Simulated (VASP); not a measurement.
Runs of VASP 6.6.1 on BN. The structure is that of space group P6_3mc (No. 186), or close to it. The cells are those of the table. 

```csv
cell,smearing,gap on the mesh (eV),pressure (GPa),largest force (eV/Å)
"a = 2.631, b = 2.631, c = 4.351 Å, angles 90.0, 90.0, 120.0°, 4 atoms",gaussian 0.05 eV,5.32,-28.0,0.06
"a = 2.555, b = 2.555, c = 4.351 Å, angles 90.0, 90.0, 120.0°, 4 atoms",gaussian 0.05 eV,(a),-9.9,0.08
"a = 2.516, b = 2.516, c = 4.351 Å, angles 90.0, 90.0, 120.0°, 4 atoms",gaussian 0.05 eV,5.05,1.3,0.06
"a = 2.478, b = 2.478, c = 4.288 Å, angles 90.0, 90.0, 120.0°, 4 atoms",gaussian 0.05 eV,4.96,19.9,0.08
"a = 2.478, b = 2.478, c = 4.098 Å, angles 90.0, 90.0, 120.0°, 4 atoms",gaussian 0.05 eV,5.05,40.7,0.08
"a = 2.593, b = 2.593, c = 4.351 Å, angles 90.0, 90.0, 120.0°, 4 atoms",gaussian 0.05 eV,5.24,-19.6,0.08
"a = 2.555, b = 2.555, c = 4.098 Å, angles 90.0, 90.0, 120.0°, 4 atoms",gaussian 0.05 eV,5.27,12.9,0.10
"a = 2.516, b = 2.516, c = 4.098 Å, angles 90.0, 90.0, 120.0°, 4 atoms",gaussian 0.05 eV,5.17,25.8,0.03
"a = 2.516, b = 2.516, c = 4.161 Å, angles 90.0, 90.0, 120.0°, 4 atoms",gaussian 0.05 eV,(b),18.7,0.04
"a = 2.555, b = 2.555, c = 4.161 Å, angles 90.0, 90.0, 120.0°, 4 atoms",gaussian 0.05 eV,5.24,6.2,0.02
"a = 2.593, b = 2.593, c = 4.098 Å, angles 90.0, 90.0, 120.0°, 4 atoms",gaussian 0.05 eV,5.36,1.7,0.14
"a = 2.631, b = 2.631, c = 4.225 Å, angles 90.0, 90.0, 120.0°, 4 atoms",tetrahedron,5.38,-19.2,0.01
```

Alike in all rows: task single point; level PBE; potentials or basis VASP PAW PBE potentials, release 64 (B, N); no spin polarisation; k mesh 12 × 12 × 6; cutoff (eV) 520.

Problem. Fill in the values left out.

Solution. (a) 5.15; (b) 5.14.

A k mesh can miss the band edges.
